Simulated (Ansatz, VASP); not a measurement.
**In3BiSb2: VASP beside Ansatz**

```
Sb Bi In
1.0
     4.68502    0.00000    0.00000
    -2.34251    4.05735    0.00000
     0.00000    0.00000   11.47408
Sb Bi In
2 1 3
Direct
  0.00000 0.00000 0.00280
  0.33333 0.66667 0.33126
  0.66667 0.33333 0.66569
  0.33333 0.66667 0.08332
  0.66667 0.33333 0.41158
  0.00000 0.00000 0.75535
```

Alike in both runs: task single point; functional PBE; k mesh 6 × 6 × 2; occupations fermi-dirac, width 0.02 eV; no spin polarisation.

|  | VASP | Ansatz |
| --- | --- | --- |
| version | VASP 6.6.1 | Ansatz 0.2.0 |
| potentials or method | VASP PAW PBE potentials, release 64 (Sb, Bi_d, In_d) | plane waves, PAW |
| plane-wave cutoff (eV) | 520 | 420 |
| valence electrons in the cell | 64 | 84 |

```tsv
	VASP	Ansatz	Ansatz less VASP
pressure (GPa)	1.4	1.4	+0.03
rms of the force components (eV/Å)	0.008	0.008	-0.0002
```

Atom by atom the forces differ by 0.000 eV/Å (rms over components). VASP's potentials hold 64 valence electrons a cell and Ansatz's 84, so a difference there can come from the potentials and not from the codes.

Spin-orbit coupling is off throughout.
